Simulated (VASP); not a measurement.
Wanted: the native input for a VASP 6.6.1 run.

| Property | Result |
| --- | --- |
| Task | single point |
| Functional | PBE |
| Potentials or basis | VASP PAW PBE potentials, release 64 (Pb_d, F) |
| Cutoff | 520 eV |
| k mesh | 8 × 8 × 8 |
| Occupations | gaussian, width 0.01 eV |
| Spin | no spin polarisation |
| Dipole correction | no |
| Further INCAR settings | ALGO = Normal; EDIFF = 1e-07; NBANDS = 21 |

The structure of PbF2 lies in POSCAR:

```
PbF2
1.0
    0.0000000000      2.9458083781      2.9458083781
    2.9458083781      0.0000000000      2.9458083781
    2.9458083781      2.9458083781      0.0000000000
Pb F
1 2
Direct
    0.0000000000      0.0000000000      0.0000000000
    0.7500000000      0.7500000000      0.7500000000
    0.2500000000      0.2500000000      0.2500000000
```

These files were run (other wordings do the same):

INCAR

```
ALGO = Normal
EDIFF = 1E-7
ENCUT = 520
GGA = PE
ISIF = 2
ISMEAR = 0
LASPH = T
LCHARG = T
LELF = T
LREAL = F
LVHAR = T
LWAVE = F
NBANDS = 21
NELM = 60
PREC = Accurate
SIGMA = 0.01
```

KPOINTS

```
k-points
0
Gamma
  8 8 8
```

Potentials or basis: VASP PAW PBE potentials, release 64 (Pb_d, F).

Command:

```console
$ cat potpaw_PBE.64/Pb_d/POTCAR potpaw_PBE.64/F/POTCAR > POTCAR
$ mpirun -np 1 vasp_std > vasp.out
```

It gave:

| Quantity | Value |
| --- | --- |
| Pressure | 4.0 GPa |
| Band gap on the k mesh | 4.41 eV (least direct gap 4.56 eV) |

Caveat: the cell stands under pressure; spin-orbit coupling is left out, which moves the levels of the heavy elements.

Run time: 40 s on 1 thread of Intel Xeon 8259CL, on a shared host, peak memory 0.19 GiB.
